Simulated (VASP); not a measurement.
Al2Cu: single point with PBEsol

The system is Al2Cu.

```
CELL_PARAMETERS angstrom
-1.90373 1.90373 2.67835
1.90373 -1.90373 2.67835
1.90373 1.90373 -2.67835
ATOMIC_POSITIONS crystal
Cu 0.50000 0.50000 0.00000
Al 0.25000 0.75000 0.50000
Al 0.75000 0.25000 0.50000
```

```json
{
 "Program": "VASP 6.6.1",
 "Task": "single point",
 "Functional": "PBEsol",
 "Potentials or basis": "VASP PAW PBE potentials, release 64 (Cu, Al)",
 "Cutoff": "520 eV",
 "k mesh": "9 × 9 × 9",
 "Occupations": "fermi-dirac, width 0.05 eV",
 "Spin": "no spin polarisation"
}
```

The pressure is 30.1 GPa.

Levels at points of the mesh, in eV from the Fermi level:
```tsv
k point	band 7	band 8	band 9	band 10	band 11	band 12
(0.00, 0.00, 0.00)	2.94	2.94	2.98	3.63	3.70	3.70
```

It took 44 s on 1 thread of Intel(R) Xeon(R) Platinum 8259CL CPU @ 2.50GHz (Skylake/Cascade Lake) (shared host), peak memory 0.18 GiB.

Caveat: the PAW data sets were made with another functional, which shifts forces and pressure a little.
